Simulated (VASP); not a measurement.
Crystal: C.

```
CELL_PARAMETERS angstrom
0.00000 2.12700 3.34800
1.22800 0.00000 3.34800
1.22800 2.12700 0.00000
ATOMIC_POSITIONS crystal
C 0.16667 0.83333 0.16667
C 0.83333 0.16667 0.83333
```

| Property | Result |
| --- | --- |
| Program | VASP 6.6.1 |
| Task | relaxation of cell and atoms |
| Functional | PBEsol |
| Potentials or basis | VASP PAW PBE potentials, release 64 (C) |
| Cutoff | 600 eV |
| k mesh | 15 × 15 × 15 |
| Occupations | gaussian, width 0.15 eV |
| Spin | no spin polarisation |

At the start: pressure 1.7 GPa; volume 8.74 Å³/atom.

Problem. Where does the relaxation end?

Solution. Over 20 steps the energy falls by 2.5 meV/atom and the volume is 9.33 Å³/atom (+6.7 %); space group Fmmm (No. 69, to 0.05 Å).

Step by step:
| step | energy change (eV) | largest force (eV/Å) | pressure (GPa) | volume (Å³) |
| --- | --- | --- | --- | --- |
| 1 | 0.0000 | 0.0045 | 1.71 | 17.49 |
| 2 | 0.0007 | 0.0019 | -2.32 | 17.73 |
| 3 | -0.0005 | 0.0022 | 0.11 | 17.58 |
| 4 | -0.0011 | 0.0076 | 0.09 | 17.66 |
| 5 | -0.0026 | 0.0375 | 0.06 | 17.89 |
| 6 | -0.0037 | 0.0966 | 0.08 | 18.35 |
| 7 | -0.0041 | 0.0613 | 0.04 | 18.39 |
| 8 | -0.0044 | 0.0240 | 0.06 | 18.44 |
| 9 | -0.0048 | 0.0509 | 0.18 | 18.53 |
| 10 | -0.0045 | 0.2017 | 0.23 | 18.72 |
| 11 | -0.0049 | 0.0987 | 0.13 | 18.59 |
| 12 | -0.0049 | 0.0875 | 0.20 | 18.58 |
| 13 | -0.0049 | 0.0925 | 0.18 | 18.58 |
| 14 | -0.0050 | 0.0112 | 0.09 | 18.62 |
| 15 | -0.0050 | 0.0046 | 0.10 | 18.62 |
| 16 | -0.0050 | 0.0028 | 0.06 | 18.63 |
| 17 | -0.0050 | 0.0181 | -0.03 | 18.64 |
| 18 | -0.0050 | 0.0028 | 0.00 | 18.65 |
| 19 | -0.0050 | 0.0036 | 0.01 | 18.65 |
| 20 | -0.0050 | 0.0044 | 0.05 | 18.65 |

Final structure:
```xyz
2
Lattice="0.0000 2.1298 3.5591 1.2304 0.0000 3.5591 1.2304 2.1298 0.0000" Properties=species:S:1:pos:R:3 pbc="T T T"
C     1.2304    0.7100    3.5591
C     1.2304    3.5497    3.5591
```

Caveat: the PAW data sets were made with another functional, which shifts forces and pressure a little.
